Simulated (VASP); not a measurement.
Here is a VASP 6.6.1 calculation.

Contents of INCAR:

```
SYSTEM = P
  PREC = Accurate
  ENCUT = 520
  EDIFF = 1E-8
  ISMEAR = -1
  SIGMA = 0.08
  LREAL = .False.
  LASPH = .True.
  NELM = 60
  ALGO = Normal
  ISIF = 2
  LWAVE = .False.
  LCHARG = .False.
  GGA = PE
  LEFG = .True.
  NBANDS = 8
```

The input KPOINTS:

```
regular mesh
0
Gamma
  3 3 3
  0 0 0
```

Contents of POSCAR:

```
P
1.0
    4.2729048574      0.0000000000      0.0000000000
    0.0000000000      4.2729048574      0.0000000000
    0.0000000000      0.0000000000      4.3780000000
P
1
Direct
    0.0000000000      0.0000000000      0.0000000000
```

Potentials or basis: VASP PAW PBE potentials, release 64 (P).

Run with:

```sh
$ cat potpaw_PBE.64/P/POTCAR > POTCAR
$ mpirun -np 1 vasp_std > vasp.out
```

Q: Predict the pressure.

A: -3.3 GPa.

Electric field gradients, principal values (V/Å²):
| atom | least | middle | greatest (by size) |
| --- | --- | --- | --- |
| 1 P | -5.391 | -5.391 | 10.781 |

Caveat: the k points lie up to 0.49 Å⁻¹ apart; without QUAD_EFG the Cq values of the log hold for a quadrupole moment of 1 mb, not for the nuclei.
